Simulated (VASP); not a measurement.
Wanted: the native input for a VASP 6.6.1 run.

- Task: relaxation of cell and atoms
- Functional: PBEsol
- Dispersion: D3(BJ)
- Potentials or basis: VASP PAW PBE potentials, release 64 (Ni)
- Cutoff: 600 eV
- k mesh: 13 × 13 × 13
- Occupations: fermi-dirac, width 0.05 eV
- Spin: collinear spin, ferromagnetic start
- Starting moments: [1.0] μB
- Dipole correction: no
- Further INCAR settings: ALGO = Normal; EDIFF = 1e-06; IBRION = 2; EDIFFG = -0.005; NSW = 80; ISIF = 3

The structure of Ni lies in POSCAR:

```
Ni
1.0
    0.0000000000      1.7375729330      1.7375729330
    1.7375729330      0.0000000000      1.7375729330
    1.7375729330      1.7375729330      0.0000000000
Ni
1
Direct
    0.0000000000      0.0000000000      0.0000000000
```

One way to write it, as run:

INCAR

```
SYSTEM = Ni
PREC = Accurate ; ENCUT = 600
EDIFF = 1E-6 ; ISMEAR = -1
SIGMA = 0.05 ; LREAL = .FALSE.
LASPH = .TRUE. ; NELM = 150
ALGO = Normal ; ISIF = 3
LWAVE = .FALSE. ; LCHARG = .FALSE.
ISPIN = 2 ; MAGMOM = 1
LORBIT = 11 ; LMAXMIX = 4
GGA = PS ; IVDW = 12
IBRION = 2 ; NSW = 80
EDIFFG = -0.005
```

KPOINTS

```
Automatic mesh
0
G
  13 13 13
  0 0 0
```

Potentials or basis: VASP PAW PBE potentials, release 64 (Ni).

Launch:

```console
$ cat potpaw_PBE.64/Ni/POTCAR > POTCAR
$ mpirun -np 1 vasp_std > vasp.out
```

It gave:

```
Relaxed volume                                        : 10.08 Å³/atom
Relaxed cell                                          : a = 2.425 Å, b = 2.425 Å, c = 2.425 Å, α = 60.00°, β = 60.00°, γ = 60.00°
Space group after relaxing (to 0.1 Å)                 : Fm-3m (No. 225)
Energy gained by relaxing                             : 12.4 meV/atom
Ionic steps                                           : 5
Pressure after relaxing                               : 0.0 GPa
Net moment                                            : 0.62 μB per cell
Site moments                                          : Ni +0.62 μB
Valence electrons inside the program's atomic spheres : Ni 9.46
Dispersion energy per atom                            : -0.451 eV
```

Caveat: the PAW data sets were made with another functional, which shifts forces and pressure a little.

Wall time 93 s on 1 thread of Intel Xeon 8259CL, with other jobs on the host, peak memory 0.16 GiB.
